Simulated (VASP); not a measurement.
Input of a VASP 6.6.1 run:

Contents of INCAR:

```
ALGO = Fast ; EDIFF = 1E-6
ENCUT = 520 ; GGA = PE
ISIF = 2 ; ISMEAR = 0
LASPH = True ; LCHARG = False
LREAL = False ; LWAVE = False
NBANDS = 42 ; NELM = 80
PREC = Accurate ; SIGMA = 0.1
```

Contents of KPOINTS:

```
k-points
0
Gamma
  12 12 4
```

Contents of POSCAR:

```
CsLu
1.0
    3.9482274420      0.0000000000      0.0000000000
    0.0000000000      3.9482274420      0.0000000000
    0.0000000000      0.0000000000     13.3904504431
Cs Lu
2 2
Direct
    0.0000000000      0.5000000000      0.8239917387
    0.5000000000      0.0000000000      0.1760082613
    0.0000000000      0.5000000000      0.4293569838
    0.5000000000      0.0000000000      0.5706430162
```

Potentials or basis: VASP PAW PBE potentials, release 64 (Cs_sv, Lu).

Command:

```bash
$ cat potpaw_PBE.64/Cs_sv/POTCAR potpaw_PBE.64/Lu/POTCAR > POTCAR
$ mpirun -np 1 vasp_std > vasp.out
```

(1) What does it give for the pressure?

(2) What does it give for the band gap on the k mesh?

(3) Estimate the largest force.

## Answers

(1) -0.6 GPa.

(2) zero (bands 34 and 35 overlap by 0.65 eV).

(3) 0.010 eV/Å.

Caveat: spin-orbit coupling is left out, which moves the levels of the heavy elements.
